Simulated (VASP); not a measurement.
# Al (Im-3m) in VASP: further runs

The runs below take Al through single point, with LDA.

Program: VASP 6.6.1. These are calculated values, not measurements. Logs are shortened: lines on timing, memory, paths and dates and some standing lists are left out, and cuts for length are marked.

## Step 1: The cell of the first run

It takes space group Im-3m (No. 229, cubic). The conventional cell has a = 3.245 Å, b = 3.245 Å, c = 3.245 Å, α = 90.00°, β = 90.00°, γ = 90.00°. Within 3.7 Å of Al (site symmetry m-3m) lie 14 Al at 2.81 to 3.24 Å.

## Step 2: Single point, LDA (volume scaled by 1.06)

Contents of INCAR:

```
SYSTEM = Al
PREC     = Accurate       ! precision mode
ENCUT    = 520            ! plane-wave cutoff, eV
EDIFF    = 1E-6           ! SCF threshold, eV
ISMEAR   = -1             ! smearing method
SIGMA    = 0.05           ! smearing width, eV
LREAL    = .FALSE.        ! projectors in reciprocal space
LASPH    = .TRUE.         ! aspherical terms in the spheres
NELM     = 100            ! most SCF steps
ALGO     = Normal         ! electronic algorithm
ISIF     = 2              ! what is computed and relaxed
LWAVE    = .FALSE.        ! write WAVECAR
LCHARG   = .FALSE.        ! write CHGCAR
NBANDS   = 8              ! bands
```

Contents of KPOINTS:

```
Automatic mesh
0
G
  12 12 12
  0 0 0
```

Contents of POSCAR:

```
Al
1.0
   -1.6224269796      1.6224269796      1.6224269796
    1.6224269796     -1.6224269796      1.6224269796
    1.6224269796      1.6224269796     -1.6224269796
Al
1
Direct
    0.0000000000      0.0000000000      0.0000000000
```

Potentials or basis: VASP PAW LDA potentials, release 64 (Al).

Run with:

```sh
$ cat potpaw_LDA.64/Al/POTCAR > POTCAR
$ mpirun -np 1 vasp_std > vasp.out
```

OUTCAR:

```text
SYSTEM = Al
   PREC = Accurate
   ENCUT = 520
   EDIFF = 1E-6
   ISMEAR = -1
   LREAL = .FALSE.
   LASPH = .TRUE.
   NELM = 100
   ISIF = 2

 ion  position               nearest neighbor table
   1  0.000  0.000  0.000-

  LATTYP: Found a body centered cubic cell.
 ALAT       =     3.2448539592

  Lattice vectors:

 A1 = (  -1.6224269796,   1.6224269796,   1.6224269796)
 A2 = (   1.6224269796,  -1.6224269796,   1.6224269796)
 A3 = (   1.6224269796,   1.6224269796,  -1.6224269796)

Analysis of symmetry for initial positions (statically):
=====================================================================
 Subroutine PRICEL returns:
 Original cell was already a primitive cell.

 Routine SETGRP: Setting up the symmetry group for a
 body centered cubic supercell.

 Subroutine GETGRP returns: Found 48 space group operations
[... 9 lines left out ...]

 Routine SETGRP: Setting up the symmetry group for a
 body centered cubic supercell.

 Subroutine GETGRP returns: Found 48 space group operations
[... 11 lines left out ...]
                                     Primitive cell

  volume of cell :      17.0827

  direct lattice vectors                    reciprocal lattice vectors
    -1.622426980  1.622426980  1.622426980     0.000000000  0.308180279  0.308180279
     1.622426980 -1.622426980  1.622426980     0.308180279  0.000000000  0.308180279
     1.622426980  1.622426980 -1.622426980     0.308180279  0.308180279  0.000000000

  length of vectors
     2.810125960  2.810125960  2.810125960     0.435832731  0.435832731  0.435832731

  position of ions in fractional coordinates (direct lattice)
     0.000000000  0.000000000  0.000000000

  ion indices of the primitive-cell ions
   primitive index   ion index
                 1           1

----------------------------------------------------------------------------------------

 KPOINTS: Automatic mesh

Automatic generation of k-mesh.
 Grid dimensions read from file:
 generate k-points for:   12   12   12

 Generating k-lattice:

  Cartesian coordinates                     Fractional coordinates (reciprocal lattice)
     0.000000000  0.025681690  0.025681690     0.083333333  0.000000000  0.000000000
     0.025681690  0.000000000  0.025681690     0.000000000  0.083333333  0.000000000
     0.025681690  0.025681690  0.000000000     0.000000000  0.000000000  0.083333333

  Length of vectors
     0.036319394  0.036319394  0.036319394

  Shift w.r.t. Gamma in fractional coordinates (k-lattice)
     0.000000000  0.000000000  0.000000000

 Subroutine IBZKPT returns following result:
 ===========================================

 Found     72 irreducible k-points:

 Following reciprocal coordinates:
            Coordinates               Weight
  0.000000  0.000000  0.000000      1.000000
  0.083333  0.000000  0.000000     12.000000
  0.166667  0.000000  0.000000     12.000000
  0.250000  0.000000  0.000000     12.000000
  0.333333  0.000000  0.000000     12.000000
  0.416667  0.000000  0.000000     12.000000
[... 16 lines left out ...]
  0.333333  0.083333  0.083333     24.000000
  0.416667  0.083333  0.083333     12.000000
 [... further k-points ...]
   k-points           NKPTS =     72   k-points in BZ     NKDIM =     72   number of bands    NBANDS=      8
   number of dos      NEDOS =    301   number of ions     NIONS =      1
   total plane-waves  NPLWV =  13824
   dimension x,y,z NGX =    24 NGY =   24 NGZ =   24
   dimension x,y,z NGXF=    48 NGYF=   48 NGZF=   48
   ions per type =               1
   NGX,Y,Z   is equivalent  to a cutoff of  14.20, 14.20, 14.20 a.u.
   NGXF,Y,Z  is equivalent  to a cutoff of  28.40, 28.40, 28.40 a.u.
 SYSTEM =  Al
   PREC   = accura    normal or accurate (medium, high low for compatibility)
   ISTART =      0    job   : 0-new  1-cont  2-samecut
   ICHARG =      2    charge: 1-file 2-atom 10-const
   ISPIN  =      1    spin polarized calculation?
   LNONCOLLINEAR =      F non collinear calculations
   LSORBIT =      F    spin-orbit coupling
   LASPH  =      T    aspherical Exc in radial PAW
   ENCUT  =  520.0 eV  38.22 Ry    6.18 a.u.   5.22  5.22  5.22*2*pi/ulx,y,z
   NELM   =    100;   NELMIN=  2; NELMDL= -5     # of ELM steps
   EDIFF  = 0.1E-05   stopping-criterion for ELM
   LREAL  =      F    real-space projection
   EDIFFG = 0.1E-04   stopping-criterion for IOM
   NSW    =      0    number of steps for IOM
   IBRION =     -1    ionic relax: 0-MD 1-quasi-New 2-CG
   NFREE  =      0    steps in history (QN), initial steepest desc. (CG)
   ISIF   =      2    stress and relaxation
   ISYM   =      2    0-nonsym 1-usesym 2-fastsym
   POTIM  = 0.5000    time-step for ionic-motion
   TEBEG  =    0.0;   TEEND  =   0.0 temperature during run
   PSTRESS=    0.0 pullay stress
   NELECT =       3.0000    total number of electrons
   NUPDOWN=      -1.0000    fix difference up-down
   EMIN   =  10.00;   EMAX   =-10.00  energy-range for DOS
[... 5 lines left out ...]
     AMIX     =   0.40;   BMIX     =  1.00
     AMIX_MAG =   1.60;   BMIX_MAG =  1.00
  volume/ion in A,a.u.               =      17.08       115.28
  Fermi-wavevector in a.u.,A,eV,Ry     =   0.916776  1.732456 11.435411  0.840479
  Thomas-Fermi vector in A             =   2.041670
   LORBIT       =      0    0 simple, 1 ext, 2 COOP (PROOUT), +10 PAW based schemes
   GGA     = CA    functional components
   LHFCALC =     F    Hartree Fock is set to
   AEXX    =    0.0000 exact exchange contribution
   IVDW    =     0    specifies the selected vdW correction
   LEPSILON=     F    determine dielectric tensor
   LRPA    =     F    only Hartree local field effects (RPA)
 non-spin polarized calculation
  energy-cutoff  :      520.00
  volume of cell :       17.08
 maximum number of plane-waves:       474
 NGX is ok and might be reduce to    24
   NGX = 11   NGY = 11   NGZ = 11

 number of electron       3.0000000 magnetization

 Free energy of the ion-electron system (eV)
  ---------------------------------------------------
  ext. energy  EPLUGINS =         0.00000000
  ---------------------------------------------------
  free energy    TOTEN  =        -4.07842529 eV

  energy without entropy =       -4.07434184  energy(sigma->0) =       -4.07638357

 E-fermi :   7.3975     XC(G=0): -10.2192

 val. band max:        7.3705807177   @ k =   0.3333   0.2500   0.0833
 cond. band min:       7.4714198831   @ k =  -0.4167   0.4167   0.2500
 fundamental gap:      0.1008391654
 Fermi energy:         7.3974714277

 k-point     1 :       0.0000    0.0000    0.0000
  band No.  band energies     occupation
      1      -3.4222      2.00000
      2      20.4271      0.00000
      3      20.4271      0.00000
      4      20.4271      0.00000
      5      21.3682      0.00000
      6      21.3682      0.00000
      7      21.3682      0.00000
      8      23.4563      0.00000

 k-point     2 :       0.0833    0.0000    0.0000
  band No.  band energies     occupation
      1      -3.2274      2.00000
      2      18.1972      0.00000
      3      19.0943      0.00000
      4      19.7221      0.00000
      5      20.7788      0.00000
      6      22.0225      0.00000
      7      22.5441      0.00000
      8      23.0245      0.00000

 k-point     3 :       0.1667    0.0000    0.0000
  band No.  band energies     occupation
      1      -2.6445      2.00000
      2      14.8935      0.00000
      3      17.7013      0.00000
      4      18.4366      0.00000
      5      19.6358      0.00000
      6      20.8942      0.00000
      7      23.4996      0.00000
      8      23.7852      0.00000

 k-point     4 :       0.2500    0.0000    0.0000
  band No.  band energies     occupation
      1      -1.6781      2.00000
      2      11.6206      0.00000
      3      16.6118      0.00000
      4      17.2564      0.00000
      5      18.5727      0.00000
      6      19.9073      0.00000
      7      24.5102      0.00000
      8      24.6689      0.00000

 k-point     5 :       0.3333    0.0000    0.0000
  band No.  band energies     occupation
      1      -0.3358      2.00000
      2       8.5880      0.00000
      3      15.8354      0.00000
      4      16.3664      0.00000
      5      17.7718      0.00000
      6      19.1428      0.00000
      7      25.5392      0.00000
      8      26.0763      0.00000

 k-point     6 :       0.4167    0.0000    0.0000
  band No.  band energies     occupation
      1       1.3719      2.00000
      2       5.8566      2.00000
      3      15.3709      0.00000
      4      15.8203      0.00000
      5      17.2815      0.00000
      6      18.6583      0.00000
      7      26.7690      0.00000
      8      27.6568      0.00000

 k-point     7 :       0.5000    0.0000    0.0000
  band No.  band energies     occupation
      1       3.2901      2.00000
      2       3.5960      2.00000
      3      15.2164      0.00000
      4      15.6367      0.00000
      5      17.1169      0.00000
      6      18.4925      0.00000
      7      27.5926      0.00000
      8      28.6982      0.00000

 k-point     8 :       0.0833    0.0833    0.0000
  band No.  band energies     occupation
      1      -2.8385      2.00000
      2      16.6253      0.00000
      3      16.6781      0.00000
      4      18.5210      0.00000
      5      20.9809      0.00000
      6      21.4615      0.00000
      7      22.9556      0.00000
      8      23.5909      0.00000

 k-point     9 :       0.1667    0.0833    0.0000
  band No.  band energies     occupation
      1      -2.0639      2.00000
      2      13.3529      0.00000
      3      15.3333      0.00000
      4      17.3092      0.00000
      5      20.1045      0.00000
      6      21.3271      0.00000
      7      23.0768      0.00000
      8      25.1238      0.00000

 k-point    10 :       0.2500    0.0833    0.0000
  band No.  band energies     occupation
      1      -0.9096      2.00000
      2      10.1992      0.00000
      3      14.3163      0.00000
      4      16.3399      0.00000
      5      19.1605      0.00000
      6      20.9543      0.00000
      7      23.6704      0.00000
      8      26.6724      0.00000
[... 78 lines left out ...]
 k-point    18 :       0.3333    0.2500    0.0000
  band No.  band energies     occupation
      1       3.6112      2.00000
      2       5.8488      2.00000
      3       8.0843      0.00000
      4      14.4888      0.00000
      5      21.1125      0.00000
      6      22.9685      0.00000
      7      24.7218      0.00000
      8      27.8890      0.00000

 k-point    19 :       0.3333    0.3333    0.0000
  band No.  band energies     occupation
      1       5.4626      2.00000
      2       5.4626      2.00000
      3       6.1014      2.00000
      4      14.3258      0.00000
      5      22.8760      0.00000
      6      22.8760      0.00000
      7      22.9279      0.00000
      8      30.2822      0.00000

 k-point    20 :       0.0833    0.0833    0.0833
  band No.  band energies     occupation
      1      -2.2572      2.00000
      2      15.1637      0.00000
      3      15.1637      0.00000
      4      15.3959      0.00000
      5      22.8025      0.00000
      6      22.8025      0.00000
      7      23.3265      0.00000
      8      23.3265      0.00000

 k-point    21 :       0.1667    0.0833    0.0833
  band No.  band energies     occupation
      1      -1.2934      2.00000
      2      11.9619      0.00000
      3      13.9442      0.00000
      4      14.2165      0.00000
      5      22.2504      0.00000
      6      22.6175      0.00000
      7      24.5621      0.00000
      8      24.6471      0.00000

 k-point    22 :       0.2500    0.0833    0.0833
  band No.  band energies     occupation
      1       0.0455      2.00000
      2       8.9441      0.00000
      3      13.0543      0.00000
      4      13.3898      0.00000
      5      21.6168      0.00000
      6      22.0040      0.00000
      7      25.7905      0.00000
      8      26.1994      0.00000

 k-point    23 :       0.3333    0.0833    0.0833
  band No.  band energies     occupation
      1       1.7486      2.00000
      2       6.2226      2.00000
      3      12.5156      0.00000
      4      12.8877      0.00000
      5      21.1785      0.00000
      6      21.5977      0.00000
      7      27.0272      0.00000
      8      27.8585      0.00000

 k-point    24 :       0.4167    0.0833    0.0833
  band No.  band energies     occupation
      1       3.6520      2.00000
      2       3.9783      2.00000
      3      12.3354      0.00000
      4      12.7195      0.00000
      5      21.0258      0.00000
      6      21.4569      0.00000
      7      27.8173      0.00000
      8      28.9082      0.00000

 [... further k-points ...]
[... 5 lines left out ...]
  --------------------------------------------------------------------------------------
  -------------------------------------------------------------------------------------
  Total       -0.3639693     -0.3639693     -0.3639693     -0.0000000     -0.0000000      0.0000000
  in kB      -34.1365722    -34.1365722    -34.1365722     -0.0000000     -0.0000000      0.0000000
  external PRESSURE =     -34.1365722 kB  Pullay stress =       0.0000000 kB

 VOLUME and BASIS-vectors are now :
 -----------------------------------------------------------------------------
  energy-cutoff  :      520.00
  volume of cell :       17.08
      direct lattice vectors                 reciprocal lattice vectors
    -1.622426980  1.622426980  1.622426980     0.000000000  0.308180279  0.308180279
     1.622426980 -1.622426980  1.622426980     0.308180279  0.000000000  0.308180279
     1.622426980  1.622426980 -1.622426980     0.308180279  0.308180279  0.000000000

 POSITION                                       TOTAL-FORCE (eV/Angst)
 -----------------------------------------------------------------------------------
      0.00000      0.00000      0.00000        -0.000000      0.000000     -0.000000
 -----------------------------------------------------------------------------------
    total drift:                                0.000000     -0.000000     -0.000000

  FREE ENERGIE OF THE ION-ELECTRON SYSTEM (eV)
  ---------------------------------------------------
  free  energy   TOTEN  =        -4.0784252904 eV

  energy  without entropy=       -4.0743418410  energy(sigma->0) =       -4.07638357
```

It took 4.2 s on 1 thread of AMD EPYC 7R13, shared host; peak memory 0.12 GiB.

Results:

- Free energy: -4.0784 eV
- Pressure: -3.4 GPa

Levels at points of the mesh, in eV from the Fermi level:
| k point | band 1 | band 2 | band 3 | band 4 | band 5 | band 6 |
| --- | --- | --- | --- | --- | --- | --- |
| (0.00, 0.00, 0.00) | -10.82 | 13.03 | 13.03 | 13.03 | 13.97 | 13.97 |
| (0.50, 0.00, 0.00) | -4.11 | -3.80 | 7.82 | 8.24 | 9.72 | 11.10 |
| (0.50, 0.50, 0.50) | 1.82 | 1.82 | 1.82 | 3.15 | 3.15 | 5.02 |

Caveat: the cell differs from its parent crystal (volume scaled by 1.06).

## Step 3: Single point, LDA

This run uses another cell than the first one, of 16.12 Å³/atom, 0.943 times its volume.

Contents of INCAR:

```
SYSTEM = Al
PREC = Accurate
ENCUT = 520
EDIFF = 1E-7
ISMEAR = 0
SIGMA = 0.02
LREAL = .FALSE.
LASPH = .TRUE.
NELM = 60
ALGO = Fast
ISIF = 2
LWAVE = .FALSE.
LCHARG = .FALSE.
GGA = CA
NBANDS = 8
```

Contents of KPOINTS:

```
regular mesh
0
G
  12 12 12
  0 0 0
```

Contents of POSCAR:

```
Al
1.0
   -1.5912186900      1.5912186900      1.5912186900
    1.5912186900     -1.5912186900      1.5912186900
    1.5912186900      1.5912186900     -1.5912186900
Al
1
Direct
    0.0000000000      0.0000000000      0.0000000000
```

Potentials or basis: VASP PAW LDA potentials, release 64 (Al).

Run with:

```sh
$ cat potpaw_LDA.64/Al/POTCAR > POTCAR
$ mpirun -np 1 vasp_std > vasp.out
```

It took 3.3 s on 1 thread of Intel Xeon 6975P-C, shared host; peak memory 0.12 GiB.

Results (log left out):

| Item | Value |
| --- | --- |
| Free energy | -4.0858 eV |
| Pressure | 0.6 GPa |

Levels at points of the mesh, in eV from the Fermi level:
```tsv
k point	band 1	band 2	band 3	band 4	band 5	band 6
(0.00, 0.00, 0.00)	-11.23	13.36	13.36	13.36	14.80	14.80
(0.50, 0.00, 0.00)	-4.34	-3.87	8.25	8.36	10.12	11.57
(0.50, 0.50, 0.50)	1.91	1.91	1.91	3.05	3.05	5.69
```
